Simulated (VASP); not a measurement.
# In (I4/mmm) in VASP: further runs

The runs below take In through single point, with PBE.

All numbers are computed with VASP 6.6.1; they aren't measurements. Logs are shortened: lines on timing, memory, paths and dates and some standing lists are left out, and cuts for length are marked.

**1. The cell of the first run**

Symmetry: I4/mmm, No. 139, tetragonal system. Conventional cell: a = 3.165 Å, b = 3.165 Å, c = 5.517 Å, α = 90.00°, β = 90.00°, γ = 90.00°. Within 4.2 Å of In (site symmetry 4/mmm) lie 12 In at 3.17 to 3.55 Å.

**2. Single point, PBE**

INCAR

```
PREC = Accurate ; ENCUT = 520
EDIFF = 1E-7 ; ISMEAR = -1
SIGMA = 0.1 ; LREAL = F
LASPH = T ; NELM = 60
ALGO = Normal ; ISIF = 2
LWAVE = F ; LCHARG = F
GGA = PE ; NBANDS = 12
```

KPOINTS

```
Automatic mesh
0
Gamma
  8 8 8
```

POSCAR

```
In
1.0
   -1.5826490435      1.5826490435      2.7586793078
    1.5826490435     -1.5826490435      2.7586793078
    1.5826490435      1.5826490435     -2.7586793078
In
1
Direct
    0.0000000000      0.0000000000      0.0000000000
```

Potentials or basis: VASP PAW PBE potentials, release 64 (In_d).

On the command line:

```sh
cat potpaw_PBE.64/In_d/POTCAR > POTCAR
mpirun -np 1 vasp_std > vasp.out
```

OUTCAR:

```text
PREC = Accurate
   ENCUT = 520
   EDIFF = 1E-7
   ISMEAR = -1
   LREAL = F
   LASPH = T
   NELM = 60
   ISIF = 2
   GGA = PE

 ion  position               nearest neighbor table
   1  0.000  0.000  0.000-

  LATTYP: Found a body centered tetragonal cell.
 ALAT       =     3.1652980870
 C/A-ratio  =     1.7430771017

  Lattice vectors:

 A1 = (  -1.5826490435,   1.5826490435,   2.7586793078)
 A2 = (   1.5826490435,  -1.5826490435,   2.7586793078)
 A3 = (   1.5826490435,   1.5826490435,  -2.7586793078)

Analysis of symmetry for initial positions (statically):
=====================================================================
 Subroutine PRICEL returns:
 Original cell was already a primitive cell.

 Routine SETGRP: Setting up the symmetry group for a
 body centered tetragonal supercell.

 Subroutine GETGRP returns: Found 16 space group operations
 (whereof 16 operations were pure point group operations)
 out of a pool of 16 trial point group operations.

The static configuration has the point symmetry D_4h.

Analysis of symmetry for dynamics (positions and initial velocities):
=====================================================================
 Subroutine PRICEL returns:
 Original cell was already a primitive cell.

 Routine SETGRP: Setting up the symmetry group for a
 body centered tetragonal supercell.

 Subroutine GETGRP returns: Found 16 space group operations
 (whereof 16 operations were pure point group operations)
 out of a pool of 16 trial point group operations.

The dynamic configuration has the point symmetry D_4h.

 Subroutine INISYM returns: Found 16 space group operations
 (whereof 16 operations are pure point group operations),
 and found     1 'primitive' translations

----------------------------------------------------------------------------------------

                                     Primitive cell

  volume of cell :      27.6395

  direct lattice vectors                    reciprocal lattice vectors
    -1.582649044  1.582649044  2.758679308     0.000000000  0.315926012  0.181246149
     1.582649044 -1.582649044  2.758679308     0.315926012  0.000000000  0.181246149
     1.582649044  1.582649044 -2.758679308     0.315926012  0.315926012  0.000000000

  length of vectors
     3.552445286  3.552445286  3.552445286     0.364224397  0.364224397  0.446786850

[... 77 lines left out ...]
   NELM   =     60;   NELMIN=  2; NELMDL= -5     # of ELM steps
   EDIFF  = 0.1E-06   stopping-criterion for ELM
   LREAL  =      F    real-space projection
   EDIFFG = 0.1E-05   stopping-criterion for IOM
   NSW    =      0    number of steps for IOM
   IBRION =     -1    ionic relax: 0-MD 1-quasi-New 2-CG
   NFREE  =      0    steps in history (QN), initial steepest desc. (CG)
   ISIF   =      2    stress and relaxation
   ISYM   =      2    0-nonsym 1-usesym 2-fastsym
   POTIM  = 0.5000    time-step for ionic-motion
   TEBEG  =    0.0;   TEEND  =   0.0 temperature during run
   PSTRESS=    0.0 pullay stress
   NELECT =      13.0000    total number of electrons
   NUPDOWN=      -1.0000    fix difference up-down
   EMIN   =  10.00;   EMAX   =-10.00  energy-range for DOS
   EFERMI =   0.00;   METHOD = LEGACY
   ISMEAR =    -1;   SIGMA  =   0.10  broadening in eV -4-tet -1-fermi 0-gaus
   EFERMI_NEDOS =   21; number of points for ismear=-14 and -15
   IALGO  =     38    algorithm
   IMIX   =      4    mixing-type and parameters
     AMIX     =   0.40;   BMIX     =  1.00
     AMIX_MAG =   1.60;   BMIX_MAG =  1.00
  volume/ion in A,a.u.               =      27.64       186.52
  Fermi-wavevector in a.u.,A,eV,Ry     =   1.273149  2.405902 22.053787  1.620908
  Thomas-Fermi vector in A             =   2.405988
   LORBIT       =      0    0 simple, 1 ext, 2 COOP (PROOUT), +10 PAW based schemes
   GGA     = PE    functional components
   LHFCALC =     F    Hartree Fock is set to
   AEXX    =    0.0000 exact exchange contribution
   IVDW    =     0    specifies the selected vdW correction
   LEPSILON=     F    determine dielectric tensor
   LRPA    =     F    only Hartree local field effects (RPA)
 non-spin polarized calculation
  energy-cutoff  :      520.00
  volume of cell :       27.64
 maximum number of plane-waves:       768
 NGX is ok and might be reduce to    28
   NGX = 13   NGY = 13   NGZ = 13

 number of electron      12.9999998 magnetization

 Free energy of the ion-electron system (eV)
  ---------------------------------------------------
  ext. energy  EPLUGINS =         0.00000000
  ---------------------------------------------------
  free energy    TOTEN  =        -2.57928826 eV

  energy without entropy =       -2.57016832  energy(sigma->0) =       -2.57472829

 E-fermi :   6.8202     XC(G=0):  -9.9896

 val. band max:        6.7329864838   @ k =  -0.3750  -0.3750   0.2500
 cond. band min:       6.8302456579   @ k =  -0.2500   0.5000   0.2500
 fundamental gap:      0.0972591741
 Fermi energy:         6.8201845690

 k-point     1 :       0.0000    0.0000    0.0000
  band No.  band energies     occupation
      1      -7.8926      2.00000
      2      -7.6943      2.00000
      3      -7.5938      2.00000
      4      -7.5938      2.00000
      5      -7.4285      2.00000
      6      -2.2730      2.00000
      7      16.4884      0.00000
      8      17.0624      0.00000
      9      17.0624      0.00000
     10      18.7667      0.00000
     11      19.4464      0.00000
     12      20.5162      0.00000
[... 331 lines left out ...]
 k-point    24 :       0.3750    0.1250    0.1250
  band No.  band energies     occupation
      1      -7.7169      2.00000
      2      -7.6833      2.00000
      3      -7.5790      2.00000
      4      -7.5616      2.00000
      5      -7.3600      2.00000
      6       3.6209      2.00000
      7       4.8944      2.00000
      8      11.7975      0.00000
      9      12.2380      0.00000
     10      15.2456      0.00000
     11      16.6758      0.00000
     12      22.6667      0.00000

 [... further k-points ...]
[... 5 lines left out ...]
  --------------------------------------------------------------------------------------
  -------------------------------------------------------------------------------------
  Total        0.0043989      0.0043989     -0.1050135      0.0000000     -0.0000000      0.0000000
  in kB        0.2549933      0.2549933     -6.0873074      0.0000000     -0.0000000      0.0000000
  external PRESSURE =      -1.8591069 kB  Pullay stress =       0.0000000 kB

 VOLUME and BASIS-vectors are now :
 -----------------------------------------------------------------------------
  energy-cutoff  :      520.00
  volume of cell :       27.64
      direct lattice vectors                 reciprocal lattice vectors
    -1.582649044  1.582649044  2.758679308     0.000000000  0.315926012  0.181246149
     1.582649044 -1.582649044  2.758679308     0.315926012  0.000000000  0.181246149
     1.582649044  1.582649044 -2.758679308     0.315926012  0.315926012  0.000000000

 POSITION                                       TOTAL-FORCE (eV/Angst)
 -----------------------------------------------------------------------------------
      0.00000      0.00000      0.00000        -0.000000      0.000000      0.000000
 -----------------------------------------------------------------------------------
    total drift:                               -0.000000     -0.000000     -0.000000

  FREE ENERGIE OF THE ION-ELECTRON SYSTEM (eV)
  ---------------------------------------------------
  free  energy   TOTEN  =        -2.5792882636 eV

  energy  without entropy=       -2.5701683152  energy(sigma->0) =       -2.57472829
```

It took 10 s on 1 thread of Intel Xeon 6975P-C (Granite Rapids), shared host; peak memory 0.16 GiB.

What came out:

```
Free energy : -2.5793 eV
Pressure    : -0.2 GPa
```

Stress tensor (GPa, compression positive):
```
 0.03  0.00  0.00
 0.00  0.03  0.00
 0.00  0.00 -0.61
```

Caveat: spin-orbit coupling is left out, which moves the levels of the heavy elements.

**3. Single point, PBE**

INCAR

```
ALGO = Normal ; EDIFF = 1E-6
ENCUT = 520 ; GGA = PE
ISIF = 2 ; ISMEAR = -1
LASPH = True ; LCHARG = True
LELF = True ; LREAL = False
LVHAR = True ; LWAVE = False
NBANDS = 12 ; NELM = 100
PREC = Accurate ; SIGMA = 0.1
```

KPOINTS

```
k-points
0
Gamma
  8 8 8
```

POSCAR

```
In
1.0
   -1.5827077275      1.5827077275      2.7578695165
    1.5827077275     -1.5827077275      2.7578695165
    1.5827077275      1.5827077275     -2.7578695165
In
1
Direct
    0.0000000000      0.0000000000      0.0000000000
```

Potentials or basis: VASP PAW PBE potentials, release 64 (In_d).

On the command line:

```sh
cat potpaw_PBE.64/In_d/POTCAR > POTCAR
mpirun -np 1 vasp_std > vasp.out
```

It took 11 s on 1 thread of Intel Xeon 6975P-C (Granite Rapids), shared host; peak memory 0.16 GiB.

It converged, with:

- Free energy: -2.5793 eV
- Pressure: -0.2 GPa

Stress tensor (GPa, compression positive):
```
 0.03  0.00  0.00
 0.00  0.03  0.00
 0.00  0.00 -0.59
```

Levels at points of the mesh, in eV from the Fermi level:
| k point | band 3 | band 4 | band 5 | band 6 | band 7 | band 8 | band 9 | band 10 |
| --- | --- | --- | --- | --- | --- | --- | --- | --- |
| (0.00, 0.00, 0.00) | -14.42 | -14.42 | -14.25 | -9.10 | 9.67 | 10.24 | 10.24 | 11.94 |
| (0.50, 0.00, 0.00) | -14.41 | -14.27 | -14.19 | -4.10 | -3.01 | 5.65 | 9.20 | 10.30 |
| (0.50, 0.50, 0.00) | -14.31 | -14.26 | -14.06 | -1.22 | -0.87 | 2.72 | 4.04 | 6.38 |
| (0.50, 0.50, 0.50) | -14.23 | -14.23 | -14.21 | -4.29 | -2.98 | 5.99 | 5.99 | 9.22 |

Caveat: spin-orbit coupling is left out, which moves the levels of the heavy elements.

**4. Single point, PBE**

INCAR

```
PREC = Accurate ; ENCUT = 520
EDIFF = 1E-6 ; ISMEAR = -1
SIGMA = 0.1 ; LREAL = F
LASPH = T ; NELM = 80
ALGO = Normal ; ISIF = 2
LWAVE = F ; LCHARG = T
GGA = PE ; LELF = T
LVHAR = T ; NBANDS = 12
```

KPOINTS

```
Automatic mesh
0
Gamma
  8 8 8
```

POSCAR

```
In
1.0
   -1.5828264500      1.5828264500      2.7562715332
    1.5828264500     -1.5828264500      2.7562715332
    1.5828264500      1.5828264500     -2.7562715332
In
1
Direct
    0.0000000000      0.0000000000      0.0000000000
```

Potentials or basis: VASP PAW PBE potentials, release 64 (In_d).

On the command line:

```sh
cat potpaw_PBE.64/In_d/POTCAR > POTCAR
mpirun -np 1 vasp_std > vasp.out
```

OUTCAR:

```text
PREC = Accurate
   ENCUT = 520
   EDIFF = 1E-6
   ISMEAR = -1
   LREAL = F
   LASPH = T
   NELM = 80
   ISIF = 2
   GGA = PE

 ion  position               nearest neighbor table
   1  0.000  0.000  0.000-

  LATTYP: Found a body centered tetragonal cell.
 ALAT       =     3.1656529000
 C/A-ratio  =     1.7413605473

  Lattice vectors:

 A1 = (  -1.5828264500,   1.5828264500,   2.7562715332)
 A2 = (   1.5828264500,  -1.5828264500,   2.7562715332)
 A3 = (   1.5828264500,   1.5828264500,  -2.7562715332)

Analysis of symmetry for initial positions (statically):
=====================================================================
 Subroutine PRICEL returns:
 Original cell was already a primitive cell.

 Routine SETGRP: Setting up the symmetry group for a
 body centered tetragonal supercell.

 Subroutine GETGRP returns: Found 16 space group operations
 (whereof 16 operations were pure point group operations)
 out of a pool of 16 trial point group operations.

The static configuration has the point symmetry D_4h.

Analysis of symmetry for dynamics (positions and initial velocities):
[... 161 lines left out ...]
 fundamental gap:      0.0910435652
 Fermi energy:         6.8302211650

 k-point     1 :       0.0000    0.0000    0.0000
  band No.  band energies     occupation
      1      -7.8853      2.00000
      2      -7.6870      2.00000
      3      -7.5877      2.00000
      4      -7.5877      2.00000
      5      -7.4221      2.00000
      6      -2.2700      2.00000
      7      16.5154      0.00000
      8      17.0736      0.00000
      9      17.0736      0.00000
     10      18.7713      0.00000
     11      19.4604      0.00000
     12      20.5271      0.00000
[... 331 lines left out ...]
 k-point    24 :       0.3750    0.1250    0.1250
  band No.  band energies     occupation
      1      -7.7103      2.00000
      2      -7.6768      2.00000
      3      -7.5723      2.00000
      4      -7.5548      2.00000
      5      -7.3533      2.00000
      6       3.6263      2.00000
      7       4.8986      2.00000
      8      11.8007      0.00000
      9      12.2482      0.00000
     10      15.2589      0.00000
     11      16.6982      0.00000
     12      22.6870      0.00000

 [... further k-points ...]
[... 5 lines left out ...]
  --------------------------------------------------------------------------------------
  -------------------------------------------------------------------------------------
  Total        0.0057945      0.0057945     -0.0974228      0.0000000     -0.0000000     -0.0000000
  in kB        0.3361087      0.3361087     -5.6509647      0.0000000     -0.0000000     -0.0000000
  external PRESSURE =      -1.6595824 kB  Pullay stress =       0.0000000 kB

 VOLUME and BASIS-vectors are now :
 -----------------------------------------------------------------------------
  energy-cutoff  :      520.00
  volume of cell :       27.62
      direct lattice vectors                 reciprocal lattice vectors
    -1.582826450  1.582826450  2.756271533     0.000000000  0.315890602  0.181404478
     1.582826450 -1.582826450  2.756271533     0.315890602  0.000000000  0.181404478
     1.582826450  1.582826450 -2.756271533     0.315890602  0.315890602  0.000000000

 POSITION                                       TOTAL-FORCE (eV/Angst)
 -----------------------------------------------------------------------------------
      0.00000      0.00000      0.00000        -0.000000      0.000000      0.000000
 -----------------------------------------------------------------------------------
    total drift:                               -0.000000     -0.000000     -0.000000

  FREE ENERGIE OF THE ION-ELECTRON SYSTEM (eV)
  ---------------------------------------------------
  free  energy   TOTEN  =        -2.5793682480 eV

  energy  without entropy=       -2.5702664639  energy(sigma->0) =       -2.57481736
```

Wall time 10 s (1 thread of Intel Xeon 6975P-C (Granite Rapids), shared host); peak memory 0.16 GiB.

What came out:

* Free energy: -2.5794 eV
* Pressure: -0.2 GPa

Stress tensor (GPa, compression positive):
```
 0.03  0.00  0.00
 0.00  0.03  0.00
 0.00  0.00 -0.57
```

Caveat: spin-orbit coupling is left out, which moves the levels of the heavy elements.
